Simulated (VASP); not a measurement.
In:

```
CELL_PARAMETERS angstrom
1.63555 0.94429 8.03992
-1.63555 0.94429 8.03992
0.00000 -1.88857 8.03992
ATOMIC_POSITIONS crystal
In 0.22199 0.22199 0.22199
In 0.77801 0.77801 0.77801
In 0.00000 0.00000 0.00000
```

Base run:

```yaml
Program: VASP 6.6.1
Functional: PBEsol
Potentials_or_basis: VASP PAW PBE potentials, release 64 (In_d)
Cutoff: 520 eV
k_mesh: 9 × 9 × 9
Occupations: fermi-dirac, width 0.05 eV
Spin: no spin polarisation
```

Its results: pressure 1.6 GPa.

Task: The run is repeated on the same cell with these changes: functional from PBEsol to PBE. What comes out?

Result: Pressure 4.9 GPa.

PBE binds less tightly than PBEsol, so the same cell stands under more pressure.

Caveats: the PAW data sets were made with another functional, which shifts forces and pressure a little (some runs).
